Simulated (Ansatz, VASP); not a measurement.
**One calculation of Mg5Te, two programs**

```xyz
6
Lattice="-3.3478 3.3742 3.7694 3.3478 -3.3742 3.7694 3.3478 3.3742 -3.7694" Properties=species:S:1:pos:R:3 pbc="T T T"
Mg    0.0000    3.3742    0.0000
Mg   -1.6739    1.6871    1.8847
Mg    1.6739    1.6871   -1.8847
Mg    1.6739    1.6871    1.8847
Mg    1.6739   -1.6871    1.8847
Te    3.3478    0.0000    0.0000
```

Alike in both runs: task relaxation of cell and atoms; functional PBE; k mesh 8 × 8 × 8; occupations gaussian, width 0.1 eV; no spin polarisation.

|  | VASP | Ansatz |
| --- | --- | --- |
| version | VASP 6.6.1 | Ansatz 0.2.0 |
| potentials or method | VASP PAW PBE potentials, release 64 (Mg, Te), cutoff 600 eV | scalar-relativistic, plane waves, PAW |
| valence electrons in the cell | 16 | 66 |

Ansatz gave:

```
gap on the k mesh at the Fermi level, each at its own relaxed structure (eV) : none
relaxed volume (Å³/atom)                                                     : 28.06
relaxed cell length with the largest relative difference (Å)                 : 6.300
```

Task: What did VASP give for the same quantities?

Result: gap on the k mesh at the Fermi level, each at its own relaxed structure (eV): none; relaxed volume (Å³/atom): 28.03; relaxed cell length with the largest relative difference (Å): 6.300.

A gap of «none» marks a metal or a gap that the smearing closes. VASP's potentials hold 16 valence electrons a cell and Ansatz's 66, so a difference there can come from the potentials and not from the codes.

Spin-orbit coupling is off throughout.
